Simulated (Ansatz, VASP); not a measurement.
# MgI2: VASP beside Ansatz

```
Mg I
1.0
     0.00000    3.75572    3.75572
     3.75572    0.00000    3.75572
     3.75572    3.75572    0.00000
Mg I
1 2
Cartesian
  0.0000 0.0000 0.0000
  1.8779 1.8779 1.8779
  5.6336 5.6336 5.6336
```

Alike in both runs: task single point; functional PBE; k mesh 6 × 6 × 6; occupations fermi-dirac, width 0.02 eV; non-collinear spin, spin-orbit coupling.

|  | VASP | Ansatz |
| --- | --- | --- |
| version | VASP 6.6.1 | Ansatz 0.2.0 |
| potentials or method | VASP PAW PBE potentials, release 64 (Mg, I) | plane waves, PAW |
| plane-wave cutoff (eV) | 520 | 420 |
| valence electrons in the cell | 16 | 44 |

VASP gave:

- pressure (GPa): 0.2

Which values does Ansatz return?

Pressure (GPa): 0.3.

With one functional, cell and mesh, what is left measures potentials, basis and numerics. VASP's potentials hold 16 valence electrons a cell and Ansatz's 44, so a difference there can come from the potentials and not from the codes.
